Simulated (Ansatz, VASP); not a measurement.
# One calculation of GaAs, two programs

Contents of INCAR:

```
SYSTEM = GaAs
  ALGO = Normal
  EDIFF = 1E-7
  ENCUT = 520
  GGA = CA
  ISIF = 2
  ISMEAR = -1
  LASPH = .TRUE.
  LCHARG = .FALSE.
  LREAL = .FALSE.
  LWAVE = .FALSE.
  NBANDS = 16
  NELM = 80
  PREC = Accurate
  SIGMA = 0.08
```

KPOINTS

```
k-points
0
G
  10 10 10
  0 0 0
```

File POSCAR:

```
GaAs
1.0
    0.0000000000      2.8455714065      2.8455714065
    2.8455714065      0.0000000000      2.8455714065
    2.8455714065      2.8455714065      0.0000000000
Ga As
1 1
Direct
    0.0000000000      0.0000000000      0.0000000000
    0.7500000000      0.7500000000      0.7500000000
```

Input for Ansatz:

```yaml
crystal:
  lattice:
    - [0.0, 2.8455714065, 2.8455714065]
    - [2.8455714065, 0.0, 2.8455714065]
    - [2.8455714065, 2.8455714065, 0.0]
  atoms:
    - { symbol: Ga, position: [0.0, 0.0, 0.0] }
    - { symbol: As, position: [0.75, 0.75, 0.75] }
kpoints:
  mp_grid: { grid: [10, 10, 10] }
  band_path:
    path:
      - [0.0, 0.0, 0.0]
      - [-0.5, -0.5, 0.0]
      - [-0.375, -0.375, 0.25]
      - [-0.375, 0.0, 0.375]
      - [0.0, 0.0, 0.0]
      - [0.0, 0.0, 0.5]
      - [-0.5, -0.25, 0.25]
      - [-0.5, -0.5, 0.0]
    npoints: 5
scf:
  occupations: { method: fermi_dirac, width: 0.08 }
hamiltonian:
  xc: lda
  pseudopotentials: { kind: all_electron, lapw: { basis_error: 0.001 } }
output:
  forces: true
  stress: true
  eigenvalues: true
```

Change from the starting cell: volume scaled by 1.02.

Alike in both runs: task single point; functional LDA; k mesh 10 × 10 × 10; occupations fermi-dirac, width 0.08 eV; no spin polarisation.

|  | VASP | Ansatz |
| --- | --- | --- |
| version | VASP 6.6.1 | Ansatz 0.2.0 |
| potentials or method | VASP PAW LDA potentials, release 64 (Ga_d, As), cutoff 520 eV | all-electron LAPW, scalar-relativistic |

```csv
,VASP,Ansatz,Ansatz less VASP
pressure (GPa),-2.8,-3.1,-0.23
```

LDA's correlation is that of Perdew and Zunger in VASP and of Perdew and Wang (1992) in Ansatz. Ansatz ran all-electron here, and VASP with PAW potentials.
